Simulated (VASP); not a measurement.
# Sr in VASP: further runs, part 2 of 2

VASP 6.6.1.

### 6 Single point, PBEsol (shear of c along a, cell held: +2.0 %, then relaxed in part)

Input file INCAR:

```
ALGO     = Fast           # electronic algorithm
EDIFF    = 1E-6           # SCF threshold, eV
ENCUT    = 520            # plane-wave cutoff, eV
GGA      = PS             # functional
ISIF     = 2              # what is computed and relaxed
ISMEAR   = 0              # smearing method
LASPH    = True           # aspherical terms in the spheres
LCHARG   = False          # write CHGCAR
LREAL    = False          # projectors in reciprocal space
LWAVE    = False          # write WAVECAR
NBANDS   = 17             # bands
NELM     = 80             # most SCF steps
PREC     = Accurate       # precision mode
SIGMA    = 0.1            # smearing width, eV
```

Input file KPOINTS:

```
k-points
0
Gamma
  12 12 8
```

Input file POSCAR:

```
Sr
1.0
    4.1945373725      0.0000000000      0.0000000000
   -2.0972686862      3.6325759217      0.0000000000
    0.1375705059      0.0000000000      6.8785252927
Sr
2
Direct
    0.3333333333      0.6666666667      0.2500000000
    0.6666666666      0.3333333333      0.7500000000
```

Potentials or basis: VASP PAW PBE potentials, release 64 (Sr_sv).

Command:

```bash
$ cat potpaw_PBE.64/Sr_sv/POTCAR > POTCAR
$ mpirun -np 1 vasp_std > vasp.out
```

OUTCAR:

```text
EDIFF = 1E-6
   ENCUT = 520
   GGA = PS
   ISIF = 2
   ISMEAR = 0
   LASPH = True
   LREAL = False
   NELM = 80
   PREC = Accurate

 ion  position               nearest neighbor table
   1  0.333  0.667  0.250-   2 4.17   2 4.17   2 4.21   2 4.21   2 4.24   2 4.24
   2  0.667  0.333  0.750-   1 4.17   1 4.17   1 4.21   1 4.21   1 4.24   1 4.24

  LATTYP: Found a base centered monoclinic cell.
 ALAT       =     4.1945373725
 B/A-ratio  =     1.7320508076
 C/A-ratio  =     1.6402049259
 COS(beta)  =    -0.0199960012

  Lattice vectors:

 A1 = (  -2.0972686862,   3.6325759217,   0.0000000000)
 A2 = (  -2.0972686863,  -3.6325759217,   0.0000000000)
 A3 = (   0.1375705059,   0.0000000000,   6.8785252927)

Analysis of symmetry for initial positions (statically):
=====================================================================
 Subroutine PRICEL returns:
 Original cell was already a primitive cell.

 Routine SETGRP: Setting up the symmetry group for a
 base centered monoclinic supercell.

 Subroutine GETGRP returns: Found  4 space group operations
 (whereof  2 operations were pure point group operations)
 out of a pool of  4 trial point group operations.

[... 164 lines left out ...]

 E-fermi :   1.6839     XC(G=0):  -7.5827

 val. band max:        1.6804272388   @ k =   0.4167  -0.0000  -0.0000
 cond. band min:       1.6839069816   @ k =   0.0000   0.4167   0.0000
 fundamental gap:      0.0034797428
 Fermi energy:         1.6838595502

 k-point     1 :       0.0000    0.0000    0.0000
  band No.  band energies     occupation
      1     -34.7773      2.00000
      2     -34.7598      2.00000
      3     -16.9027      2.00000
      4     -16.7013      2.00000
      5     -16.7010      2.00000
      6     -16.6700      2.00000
[... 457 lines left out ...]
      4     -16.8356      2.00000
      5     -16.7879      2.00000
      6     -16.7794      2.00000
[... 9 lines left out ...]
     16       5.8134      0.00000
     17       5.9243      0.00000

 [... further k-points ...]

------------------------ aborting loop because EDIFF is reached ----------------------------------------

  FORCE on cell =-STRESS in cart. coord.  units (eV):
  Direction    XX          YY          ZZ          XY          YZ          ZX
  --------------------------------------------------------------------------------------
  -------------------------------------------------------------------------------------
  Total        0.0054363      0.0076686     -0.0089074      0.0000000      0.0000000     -0.0861742
  in kB        0.0831039      0.1172285     -0.1361653      0.0000000      0.0000000     -1.3173272
  external PRESSURE =       0.0213890 kB  Pullay stress =       0.0000000 kB

 VOLUME and BASIS-vectors are now :
 -----------------------------------------------------------------------------
  energy-cutoff  :      520.00
  volume of cell :      104.81
      direct lattice vectors                 reciprocal lattice vectors
     4.194537373  0.000000000  0.000000000     0.238405314  0.137643372 -0.004768106
    -2.097268686  3.632575922  0.000000000     0.000000000  0.275286745  0.000000000
     0.137570506  0.000000000  6.878525293     0.000000000  0.000000000  0.145379999

 POSITION                                       TOTAL-FORCE (eV/Angst)
 -----------------------------------------------------------------------------------
      0.03439      2.42172      1.71963         0.000000      0.001455      0.000000
      2.20045      1.21086      5.15889        -0.000000     -0.001455     -0.000000
 -----------------------------------------------------------------------------------
    total drift:                                0.000000      0.000000      0.000000

  FREE ENERGIE OF THE ION-ELECTRON SYSTEM (eV)
  ---------------------------------------------------
  free  energy   TOTEN  =        -3.6757249867 eV

  energy  without entropy=       -3.6641576632  energy(sigma->0) =       -3.66994132
```

OSZICAR:

```text
N       E                     dE             d eps       ncg     rms          rms(c)
DAV:   1     0.105871144720E+03    0.10587E+03   -0.94002E+03 10880   0.994E+02
DAV:   2     0.467365264909E+01   -0.10120E+03   -0.99631E+02 14079   0.228E+02
DAV:   3    -0.349109258245E+01   -0.81647E+01   -0.81411E+01 19844   0.464E+01
DAV:   4    -0.368125657793E+01   -0.19016E+00   -0.19002E+00 14687   0.641E+00
DAV:   5    -0.368538475452E+01   -0.41282E-02   -0.41276E-02 17659   0.739E-01    0.171E+01
RMM:   6    -0.367901418538E+01    0.63706E-02   -0.10937E-02 11687   0.113E+00    0.975E+00
RMM:   7    -0.367506927625E+01    0.39449E-02   -0.22712E-02 12772   0.165E+00    0.358E-01
RMM:   8    -0.367551382779E+01   -0.44455E-03   -0.73690E-03 14861   0.453E-01    0.104E-01
RMM:   9    -0.367566399725E+01   -0.15017E-03   -0.13052E-03 17871   0.137E-01    0.113E-01
RMM:  10    -0.367571100905E+01   -0.47012E-04   -0.43574E-04 17146   0.805E-02    0.164E-01
RMM:  11    -0.367572292716E+01   -0.11918E-04   -0.68671E-05 17073   0.363E-02    0.261E-02
RMM:  12    -0.367572441008E+01   -0.14829E-05   -0.39310E-05 16456   0.186E-02    0.127E-02
RMM:  13    -0.367572498667E+01   -0.57659E-06   -0.58924E-06 14003   0.974E-03
   1 F= -.36757250E+01 E0= -.36699413E+01  d E =-.115673E-01
```

Wall time 5.3 min (1 thread of Intel Xeon Platinum 8488C (Sapphire Rapids), shared host); peak memory 0.58 GiB.

What came out:

- Free energy: -3.6757 eV
- Pressure: 0.0 GPa
- Band gap on the k mesh: zero (bands 10 and 11 overlap by 0.23 eV)

Stress tensor (GPa, compression positive):
```
 0.01  0.00 -0.13
 0.00  0.01  0.00
-0.13  0.00 -0.01
```

Levels at points of the mesh, in eV from the Fermi level:
```csv
k point,band 8,band 9,band 10,band 11,band 12,band 13
"(0.00, 0.00, 0.00)",-18.35,-3.76,-1.21,0.10,2.30,2.33
"(0.50, 0.00, 0.00)",-18.39,-1.15,-0.54,0.01,0.21,1.32
"(0.00, 0.50, 0.00)",-18.39,-1.15,-0.54,0.01,0.21,1.33
"(0.00, 0.00, 0.50)",-18.37,-2.78,-2.78,1.25,1.25,2.31
"(0.50, 0.00, 0.50)",-18.41,-0.89,-0.84,0.24,0.32,1.28
"(0.00, 0.50, 0.50)",-18.41,-0.87,-0.87,0.28,0.28,1.32
```

Caveat: the cell differs from its parent crystal (shear of c along a, cell held: +2.0 %, then relaxed in part); the PAW data sets were made with another functional, which shifts forces and pressure a little.

### 7 The runs side by side

```tsv
cell	k mesh	further INCAR settings	gap on the mesh (eV)	pressure (GPa)
a = 4.195, b = 4.195, c = 6.879 Å, angles 90.0, 90.0, 120.0°, 2 atoms	9 × 9 × 5	ALGO = Fast; EDIFF = 1e-06; NBANDS = 17	none	0.0
a = 4.195, b = 4.195, c = 6.879 Å, angles 90.0, 90.0, 120.0°, 2 atoms	12 × 12 × 8	ALGO = Fast; EDIFF = 1e-07; NBANDS = 17	none	0.0
a = 4.195, b = 4.195, c = 6.879 Å, angles 90.0, 90.0, 120.0°, 2 atoms	12 × 12 × 6	ALGO = Fast; EDIFF = 1e-07; NBANDS = 17	none	0.0
a = 4.195, b = 4.195, c = 6.879 Å, angles 90.3, 89.4, 120.0°, 2 atoms	12 × 12 × 8	ALGO = Fast; EDIFF = 1e-06; NBANDS = 17	none	0.0
a = 4.195, b = 4.195, c = 6.880 Å, angles 90.6, 88.9, 120.0°, 2 atoms	12 × 12 × 8	ALGO = Fast; EDIFF = 1e-06; NBANDS = 17	none	0.0
```

Alike in all rows: task single point; level PBEsol; potentials or basis VASP PAW PBE potentials, release 64 (Sr_sv); no spin polarisation; cutoff (eV) 520; smearing gaussian 0.1 eV.

Caveats: the PAW data sets were made with another functional, which shifts forces and pressure a little.

Total energies depend on the potentials used, so only differences within one code and one set of settings carry meaning.
